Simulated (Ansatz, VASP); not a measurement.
Al3Cu2: VASP beside Ansatz

```
Al Cu
1.0
     3.96101    0.00000    0.00000
    -1.98051    3.43034    0.00000
     0.00000    0.00000    5.16185
Al Cu
3 2
Direct
  0.00000 0.00000 0.00000
  0.35781 0.66667 0.35089
  0.64219 0.33333 0.64911
  0.29270 0.66667 0.84159
  0.70730 0.33333 0.15841
```

Change from the starting cell: mode 4 frozen in at -0.165 Å, strain +e along z and -e/2 along x and y +0.0467.

Alike in both runs: task single point; functional LDA; k mesh 12 × 12 × 8; occupations gaussian, width 0.15 eV; no spin polarisation.

|  | VASP | Ansatz |
| --- | --- | --- |
| version | VASP 6.6.1 | Ansatz 0.2.0 |
| potentials or method | VASP PAW LDA potentials, release 64 (Al, Cu), cutoff 520 eV | scalar-relativistic, plane waves, PAW |
| valence electrons in the cell | 31 | 47 |

```csv
,VASP,Ansatz,Ansatz less VASP
gap on the k mesh at the Fermi level (eV),none,none,-
pressure (GPa),2.7,2.3,-0.36
"traceless stress, the component that is largest in VASP (GPa)",-8.41,-8.42,-0.009
rms of the force components (eV/Å),0.364,0.360,-0.0035
```

Ansatz warns that its potentials were made for another functional, while VASP's fit it. LDA's correlation is that of Perdew and Zunger in VASP and of Perdew and Wang (1992) in Ansatz. Atom by atom the forces differ by 0.006 eV/Å (rms over components). A gap of «none» marks a metal or a gap that the smearing closes. VASP's potentials hold 31 valence electrons a cell and Ansatz's 47, so a difference there can come from the potentials and not from the codes.
